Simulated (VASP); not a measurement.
# FeO (R-3m) in VASP: single point with PBE+U

Aim: the single point of FeO with PBE+U.

Program: VASP 6.6.1. These are calculated values, not measurements. Logs are shortened: lines on timing, memory, paths and dates and some standing lists are left out, and cuts for length are marked.

**1. The cell of the first run**

It takes space group R-3m (No. 166, trigonal). The conventional cell has a = 3.132 Å, b = 3.132 Å, c = 7.355 Å, α = 90.00°, β = 90.00°, γ = 120.00°. Within 2.9 Å of Fe (site symmetry -3m) lie 6 O at 2.18 Å. Within 2.9 Å of O (site symmetry -3m) lie 6 Fe at 2.18 Å.

**2. Single point, PBE+U, collinear spin, ferromagnetic start**

The input, INCAR:

```
SYSTEM = FeO
PREC     = Accurate       ! precision mode
ENCUT    = 700            ! plane-wave cutoff, eV
EDIFF    = 1E-6           ! SCF threshold, eV
ISMEAR   = -1             ! smearing method
SIGMA    = 0.05           ! smearing width, eV
LREAL    = .False.        ! projectors in reciprocal space
LASPH    = .True.         ! aspherical terms in the spheres
NELM     = 200            ! most SCF steps
ALGO     = Normal         ! electronic algorithm
ISIF     = 2              ! what is computed and relaxed
LWAVE    = .False.        ! write WAVECAR
LCHARG   = .False.        ! write CHGCAR
ISPIN    = 2              ! spin polarisation
MAGMOM   = 3 0            ! initial moments
LORBIT   = 11             ! projections on sites
LMAXMIX  = 4              ! l up to which the mixer works
LDAU     = .True.         ! DFT+U
LDAUTYPE = 2            
LDAUL    = 2 -1           ! shell
LDAUU    = 2 0            ! U, eV
LDAUJ    = 0 0          
LDAUPRINT= 1            
GGA      = PE             ! functional
NBANDS   = 22             ! bands
GGA_COMPAT= .False.
```

The input, KPOINTS:

```
Automatic mesh
0
Gamma
  11 11 11
  0 0 0
```

The input, POSCAR:

```
FeO
1.0
   -0.0612151173      2.1537879117      2.1537879117
    2.1537879117     -0.0612151173      2.1537879117
    2.1537879117      2.1537879117     -0.0612151173
Fe O
1 1
Direct
    0.0000000000      0.0000000000      0.0000000000
    0.5000000000      0.5000000000      0.5000000000
```

Potentials or basis: VASP PAW PBE potentials, release 64 (Fe_sv, O).

Started as:

```bash
> cat potpaw_PBE.64/Fe_sv/POTCAR potpaw_PBE.64/O/POTCAR > POTCAR
> mpirun -np 1 vasp_std > vasp.out
```

OUTCAR:

```text
SYSTEM = FeO
   PREC = Accurate
   ENCUT = 700
   EDIFF = 1E-6
   ISMEAR = -1
   LREAL = .False.
   LASPH = .True.
   NELM = 200
   ISIF = 2
   ISPIN = 2
   LORBIT = 11
   GGA = PE

 ion  position               nearest neighbor table
   1  0.000  0.000  0.000-   2 2.18   2 2.18   2 2.18   2 2.18   2 2.18   2 2.18
   2  0.500  0.500  0.500-   1 2.18   1 2.18   1 2.18   1 2.18   1 2.18   1 2.18

  LATTYP: Found a trigonal (rhomboedric) cell.
 ALAT       =     3.0465311467
 COS(alpha) =     0.4713875302

  Lattice vectors:

 A1 = (  -0.0612151173,   2.1537879117,   2.1537879117)
 A2 = (   2.1537879117,  -0.0612151173,   2.1537879117)
 A3 = (   2.1537879117,   2.1537879117,  -0.0612151173)

Analysis of symmetry for initial positions (statically):
=====================================================================
 Subroutine PRICEL returns:
 Original cell was already a primitive cell.

 Routine SETGRP: Setting up the symmetry group for a
 trigonal (rhombohedral) supercell.

 Subroutine GETGRP returns: Found 12 space group operations
 (whereof 12 operations were pure point group operations)
 out of a pool of 12 trial point group operations.

The static configuration has the point symmetry D_3d.

Analysis of symmetry for dynamics (positions and initial velocities):
=====================================================================
 Subroutine PRICEL returns:
 Original cell was already a primitive cell.

 Routine SETGRP: Setting up the symmetry group for a
 trigonal (rhombohedral) supercell.

 Subroutine GETGRP returns: Found 12 space group operations
 (whereof 12 operations were pure point group operations)
 out of a pool of 12 trial point group operations.

The dynamic configuration has the point symmetry D_3d.

Analysis of structural, dynamic, and magnetic symmetry:
=====================================================================
 Subroutine PRICEL returns:
 Original cell was already a primitive cell.

 Routine SETGRP: Setting up the symmetry group for a
 trigonal (rhombohedral) supercell.

 Subroutine GETGRP returns: Found 12 space group operations
 (whereof 12 operations were pure point group operations)
 out of a pool of 12 trial point group operations.

The overall configuration has the point symmetry D_3d.

 Subroutine INISYM returns: Found 12 space group operations
 (whereof 12 operations are pure point group operations),
 and found     1 'primitive' translations

----------------------------------------------------------------------------------------

                                     Primitive cell

  volume of cell :      20.8337

  direct lattice vectors                    reciprocal lattice vectors
    -0.061215117  2.153787912  2.153787912    -0.222479176  0.228987475  0.228987475
     2.153787912 -0.061215117  2.153787912     0.228987475 -0.222479176  0.228987475
     2.153787912  2.153787912 -0.061215117     0.228987475  0.228987475 -0.222479176

  length of vectors
     3.046531147  3.046531147  3.046531147     0.392896311  0.392896311  0.392896311

  position of ions in fractional coordinates (direct lattice)
     0.000000000  0.000000000  0.000000000
     0.500000000  0.500000000  0.500000000

  ion indices of the primitive-cell ions
   primitive index   ion index
                 1           1
                 2           2

----------------------------------------------------------------------------------------

 KPOINTS: Automatic mesh

Automatic generation of k-mesh.
[... 60 lines left out ...]
   ISPIN  =      2    spin polarized calculation?
   LNONCOLLINEAR =      F non collinear calculations
   LSORBIT =      F    spin-orbit coupling
   LASPH  =      T    aspherical Exc in radial PAW
   ENCUT  =  700.0 eV  51.45 Ry    7.17 a.u.   6.57  6.57  6.57*2*pi/ulx,y,z
   NELM   =    200;   NELMIN=  2; NELMDL= -5     # of ELM steps
   EDIFF  = 0.1E-05   stopping-criterion for ELM
   LREAL  =      F    real-space projection
   EDIFFG = 0.1E-04   stopping-criterion for IOM
   NSW    =      0    number of steps for IOM
   IBRION =     -1    ionic relax: 0-MD 1-quasi-New 2-CG
   NFREE  =      0    steps in history (QN), initial steepest desc. (CG)
   ISIF   =      2    stress and relaxation
   ISYM   =      2    0-nonsym 1-usesym 2-fastsym
   POTIM  = 0.5000    time-step for ionic-motion
   TEBEG  =    0.0;   TEEND  =   0.0 temperature during run
   PSTRESS=    0.0 pullay stress
   NELECT =      22.0000    total number of electrons
   NUPDOWN=      -1.0000    fix difference up-down
   EMIN   =  10.00;   EMAX   =-10.00  energy-range for DOS
   EFERMI =   0.00;   METHOD = LEGACY
   ISMEAR =    -1;   SIGMA  =   0.05  broadening in eV -4-tet -1-fermi 0-gaus
   EFERMI_NEDOS =   21; number of points for ismear=-14 and -15
   IALGO  =     38    algorithm
   IMIX   =      4    mixing-type and parameters
     AMIX     =   0.40;   BMIX     =  1.00
     AMIX_MAG =   1.60;   BMIX_MAG =  1.00
  volume/ion in A,a.u.               =      10.42        70.30
  Fermi-wavevector in a.u.,A,eV,Ry     =   1.667096  3.150354 37.813424  2.779208
  Thomas-Fermi vector in A             =   2.753177
   LORBIT       =     11    0 simple, 1 ext, 2 COOP (PROOUT), +10 PAW based schemes
 LDA+U is selected, type is set to LDAUTYPE =  2
   angular momentum for each species LDAUL =     2   -1
   U (eV)           for each species LDAUU =   2.0  0.0
   J (eV)           for each species LDAUJ =   0.0  0.0
   GGA     = PE    functional components
   LHFCALC =     F    Hartree Fock is set to
   AEXX    =    0.0000 exact exchange contribution
   IVDW    =     0    specifies the selected vdW correction
   LEPSILON=     F    determine dielectric tensor
   LRPA    =     F    only Hartree local field effects (RPA)
 spin polarized calculation
  energy-cutoff  :      700.00
  volume of cell :       20.83
 maximum number of plane-waves:       899
   NGX = 13   NGY = 13   NGZ = 13

atom =   1  type =  1  l = 2

 onsite density matrix

spin component  1

  0.8956 -0.0002  0.0010 -0.0002  0.0000
 -0.0002  0.8956 -0.0005 -0.0002  0.0008
  0.0010 -0.0005  0.9265 -0.0005 -0.0000
 -0.0002 -0.0002 -0.0005  0.8956 -0.0008
  0.0000  0.0008 -0.0000 -0.0008  0.9265

spin component  2

  0.2727 -0.0007 -0.0075 -0.0007 -0.0000
 -0.0007  0.2727  0.0038 -0.0007 -0.0065
 -0.0075  0.0038  0.0828  0.0038  0.0000
 -0.0007 -0.0007  0.0038  0.2727  0.0065
 -0.0000 -0.0065  0.0000  0.0065  0.0828

 occupancies and eigenvectors

  o =  0.0824  v =  0.0000  0.0000  0.0000  0.0000  0.0000 -0.0019  0.0351 -0.0493 -0.0331  0.9976      0.0000  0.0000  0.0000  0.0000  0.0000  0.0000  0.0000  0.0000  0.0000  0.0000
  o =  0.0824  v =  0.0000  0.0000  0.0000  0.0000  0.0000 -0.0394  0.0180 -0.9976  0.0214 -0.0493      0.0000  0.0000  0.0000  0.0000  0.0000  0.0000  0.0000  0.0000  0.0000  0.0000
  o =  0.2712  v =  0.0000  0.0000  0.0000  0.0000  0.0000  0.5774  0.5774  0.0000  0.5774 -0.0000      0.0000  0.0000  0.0000  0.0000  0.0000  0.0000  0.0000  0.0000  0.0000  0.0000
  o =  0.2738  v =  0.0000  0.0000  0.0000  0.0000  0.0000  0.0903 -0.7471 -0.0054  0.6568  0.0480      0.0000  0.0000  0.0000  0.0000  0.0000  0.0000  0.0000  0.0000  0.0000  0.0000
  o =  0.2738  v =  0.0000  0.0000  0.0000  0.0000  0.0000 -0.8105  0.3270  0.0480  0.4835  0.0054      0.0000  0.0000  0.0000  0.0000  0.0000  0.0000  0.0000  0.0000  0.0000  0.0000
  o =  0.8951  v = -0.5774 -0.5774 -0.0000 -0.5774 -0.0000  0.0000  0.0000  0.0000  0.0000  0.0000      0.0000  0.0000  0.0000  0.0000  0.0000  0.0000  0.0000  0.0000  0.0000  0.0000
  o =  0.8958  v =  0.0439  0.6836 -0.0020 -0.7275 -0.0378  0.0000  0.0000  0.0000  0.0000  0.0000      0.0000  0.0000  0.0000  0.0000  0.0000  0.0000  0.0000  0.0000  0.0000  0.0000
  o =  0.8958  v =  0.8147 -0.4454 -0.0378 -0.3694  0.0020  0.0000  0.0000  0.0000  0.0000  0.0000      0.0000  0.0000  0.0000  0.0000  0.0000  0.0000  0.0000  0.0000  0.0000  0.0000
  o =  0.9265  v =  0.0309 -0.0146  0.9988 -0.0163  0.0324  0.0000  0.0000  0.0000  0.0000  0.0000      0.0000  0.0000  0.0000  0.0000  0.0000  0.0000  0.0000  0.0000  0.0000  0.0000
  o =  0.9265  v = -0.0010  0.0273 -0.0324 -0.0263  0.9988  0.0000  0.0000  0.0000  0.0000  0.0000      0.0000  0.0000  0.0000  0.0000  0.0000  0.0000  0.0000  0.0000  0.0000  0.0000

 number of electron      22.0000001 magnetization       4.0025789

 Free energy of the ion-electron system (eV)
  ---------------------------------------------------
  ext. energy  EPLUGINS =         0.00000000
  ---------------------------------------------------
  free energy    TOTEN  =       -13.82193333 eV

  energy without entropy =      -13.81070886  energy(sigma->0) =      -13.81632109

 E-fermi :   9.5900     XC(G=0): -12.2957

 val. band max:        9.5841129135   @ k =   0.2727   0.0909   0.0000
 cond. band min:       9.5914910952   @ k =  -0.0909   0.1818   0.0909
 fundamental gap:      0.0073781817
 Fermi energy:         9.5899541482

 spin component 1

 k-point     1 :       0.0000    0.0000    0.0000
  band No.  band energies     occupation
      1     -80.8138      1.00000
      2     -46.8480      1.00000
      3     -46.8480      1.00000
      4     -46.8157      1.00000
      5     -11.0908      1.00000
      6       4.5814      1.00000
[... 1193 lines left out ...]
     21      35.0062      0.00000
     22      37.3528      0.00000

 [... further k-points ...]
[... 5 lines left out ...]
  --------------------------------------------------------------------------------------
  -------------------------------------------------------------------------------------
  Total       -0.9708200     -0.9708200     -0.9708200      0.1352890      0.1352890      0.1352890
  in kB      -74.6592755    -74.6592755    -74.6592755     10.4041735     10.4041735     10.4041735
  external PRESSURE =     -74.6592755 kB  Pullay stress =       0.0000000 kB

 VOLUME and BASIS-vectors are now :
 -----------------------------------------------------------------------------
  energy-cutoff  :      700.00
  volume of cell :       20.83
      direct lattice vectors                 reciprocal lattice vectors
    -0.061215117  2.153787912  2.153787912    -0.222479176  0.228987475  0.228987475
     2.153787912 -0.061215117  2.153787912     0.228987475 -0.222479176  0.228987475
     2.153787912  2.153787912 -0.061215117     0.228987475  0.228987475 -0.222479176

 POSITION                                       TOTAL-FORCE (eV/Angst)
 -----------------------------------------------------------------------------------
      0.00000      0.00000      0.00000         0.000000      0.000000     -0.000000
      2.12318      2.12318      2.12318        -0.000000      0.000000      0.000000
 -----------------------------------------------------------------------------------
    total drift:                                0.000000      0.000000      0.000000

  FREE ENERGIE OF THE ION-ELECTRON SYSTEM (eV)
  ---------------------------------------------------
  free  energy   TOTEN  =       -13.8219333254 eV

  energy  without entropy=      -13.8107088553  energy(sigma->0) =      -13.81632109

 total charge

# of ion       s       p       d       tot
------------------------------------------
    1        2.101   5.995   5.500  13.596
    2        1.550   3.433   0.000   4.984
--------------------------------------------------
tot          3.652   9.429   5.500  18.580

 magnetization (x)

# of ion       s       p       d       tot
------------------------------------------
    1        0.015   0.010   3.547   3.572
    2        0.026   0.223   0.000   0.249
--------------------------------------------------
tot          0.041   0.233   3.547   3.820
```

Wall time 4.5 min (1 thread of Intel Xeon Platinum 8259CL at 2.50GHz (Skylake/Cascade Lake), shared host); peak memory 0.28 GiB.

What came out:

* Free energy: -13.8219 eV
* Pressure: -7.5 GPa
* Band gap on the k mesh: zero (filled and empty bands overlap)
* Net moment: 4.00 μB per cell
* Site moments: Fe +3.57; O +0.25 μB
* Valence electrons inside the program's atomic spheres: Fe 13.60; O 4.98

Stress tensor (GPa, compression positive):
```
-7.47  1.04  1.04
 1.04 -7.47  1.04
 1.04  1.04 -7.47
```

Eigenvalues of the final occupation matrices:
```tsv
site	spin	trace	eigenvalues
site 1 d	1	4.54	0.90 0.90 0.90 0.93 0.93
site 1 d	2	0.98	0.08 0.08 0.27 0.27 0.27
```

Caveat: the cell stands under tension; a cell with one magnetic atom can't hold antiferromagnetic order, which such compounds often take.
